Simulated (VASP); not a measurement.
# As3Ru: single point with PBE

As3Ru:

```xyz
4
Lattice="4.8270 0.0000 0.0000 0.0000 4.8270 0.0000 0.0000 0.0000 4.8270" Properties=species:S:1:pos:R:3 pbc="T T T"
As    0.0000    2.4135    2.4135
As    2.4135    0.0000    2.4135
As    2.4135    2.4135    0.0000
Ru    2.4135    2.4135    2.4135
```

```yaml
Program: VASP 6.6.1
Task: single point
Functional: PBE
Potentials_or_basis: VASP PAW PBE potentials, release 64 (As, Ru_pv)
Cutoff: 520 eV
k_mesh: 4 × 4 × 4
Occupations: gaussian, width 0.1 eV
Spin: collinear spin, ferromagnetic start
Starting_moments: "[0.0, 0.0, 0.0, 1.0] μB"
```

```json
{
  "Pressure": "-0.1 GPa",
  "Band gap on the k mesh": "zero (filled and empty bands overlap)",
  "Net moment": "1.04 μB per cell",
  "Site moments": "As +0.06; Ru +0.56 μB",
  "Valence electrons inside the program's atomic spheres": "As 2.65; Ru 12.81"
}
```

Levels at points of the mesh, in eV from the Fermi level:
Spin up:
| k point | band 13 | band 14 | band 15 | band 16 | band 17 | band 18 |
| --- | --- | --- | --- | --- | --- | --- |
| (0.00, 0.00, 0.00) | -0.73 | -0.73 | -0.09 | -0.09 | -0.09 | 1.14 |
| (0.50, 0.00, 0.00) | -1.75 | -0.89 | -0.68 | 0.74 | 0.74 | 0.86 |
| (0.50, 0.50, 0.00) | -1.24 | -1.24 | -0.20 | 0.46 | 0.94 | 0.94 |
| (0.50, 0.50, 0.50) | -0.08 | -0.08 | -0.08 | 2.00 | 2.00 | 2.00 |
Spin down:
```csv
k point,band 12,band 13,band 14,band 15,band 16,band 17
"(0.00, 0.00, 0.00)",-2.37,-0.47,-0.47,0.08,0.08,0.08
"(0.50, 0.00, 0.00)",-2.35,-1.59,-0.69,-0.42,0.86,0.86
"(0.50, 0.50, 0.00)",-2.09,-1.07,-1.07,0.23,0.68,1.28
"(0.50, 0.50, 0.50)",-4.68,0.36,0.36,0.36,2.17,2.17
```

Wall time 77 s on 1 thread of AMD EPYC 7R43 64-Core Processor (Zen 3) (shared host), peak memory 0.22 GiB.
